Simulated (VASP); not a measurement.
YTl, 2 atoms in the cell. It takes space group P4/mmm (No. 123, tetragonal). Conventional cell: a = 3.713 Å, b = 3.713 Å, c = 3.751 Å, α = 90.00°, β = 90.00°, γ = 90.00°. Y (site symmetry 4/mmm) has 8 Tl at 3.23 Å and 6 Y at 3.71 to 3.75 Å within 4.2 Å. Within 4.2 Å of Tl (site symmetry 4/mmm) lie 8 Y at 3.23 Å and 6 Tl at 3.71 to 3.75 Å.  This cell differs from its parent crystal: equal xx and yy strain of -1 %.

| Item | Value |
| --- | --- |
| Program | VASP 6.6.1 |
| Task | electric field gradients |
| Functional | LDA |
| Potentials or basis | VASP PAW LDA potentials, release 64 (Y_sv, Tl_d) |
| Cutoff | 520 eV |
| k mesh | 11 × 11 × 11 |
| Occupations | fermi-dirac, width 0.08 eV |
| Spin | no spin polarisation |
| Dipole correction | no |
| Further INCAR settings | ALGO = Normal; EDIFF = 1e-08; NBANDS = 19 |

Potentials or basis: VASP PAW LDA potentials, release 64 (Y_sv, Tl_d).

Launch:

```sh
$ cat potpaw_LDA.64/Y_sv/POTCAR potpaw_LDA.64/Tl_d/POTCAR > POTCAR
$ mpirun -np 1 vasp_std > vasp.out
```

Hardware: 1 thread of Intel Xeon 8259CL, with other jobs on the host.

Q: How long does it take, and how much memory?

A: Wall time 2.8 min on 1 thread of Intel Xeon 8259CL (shared host), peak memory 0.26 GiB. Counts: scf iterations 14, k points 126.
